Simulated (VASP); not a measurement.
# BiTe: single point with PBE

The system is BiTe.

```
CELL_PARAMETERS angstrom
0.00000 3.12336 3.12336
3.12336 0.00000 3.12336
3.12336 3.12336 0.00000
ATOMIC_POSITIONS crystal
Bi 0.00000 0.00000 0.00000
Te 0.50000 0.50000 0.50000
```

```
Program             : VASP 6.6.1
Task                : single point
Functional          : PBE
Potentials or basis : VASP PAW PBE potentials, release 64 (Bi_d, Te)
Cutoff              : 520 eV
k mesh              : 6 × 6 × 6
Occupations         : fermi-dirac, width 0.1 eV
Spin                : no spin polarisation
```

```yaml
Pressure: 7.5 GPa
```

Levels at points of the mesh, in eV from the Fermi level:
```tsv
k point	band 6	band 7	band 8	band 9	band 10	band 11	band 12	band 13	band 14	band 15
(0.00, 0.00, 0.00)	-14.25	-7.64	-2.78	-2.78	-2.78	2.44	2.44	2.44	4.56	4.56
(0.50, 0.00, 0.00)	-11.99	-11.59	-2.08	-2.08	-1.48	-0.79	-0.73	-0.73	7.63	8.16
(0.50, 0.50, 0.00)	-12.13	-9.91	-6.35	-4.47	-4.47	1.90	4.17	4.17	5.84	9.05
```

Wall time 13 s on 1 thread of Intel Xeon 6975P-C, on a shared host, peak memory 0.2 GiB.

Caveat: spin-orbit coupling is left out, which moves the levels of the heavy elements.
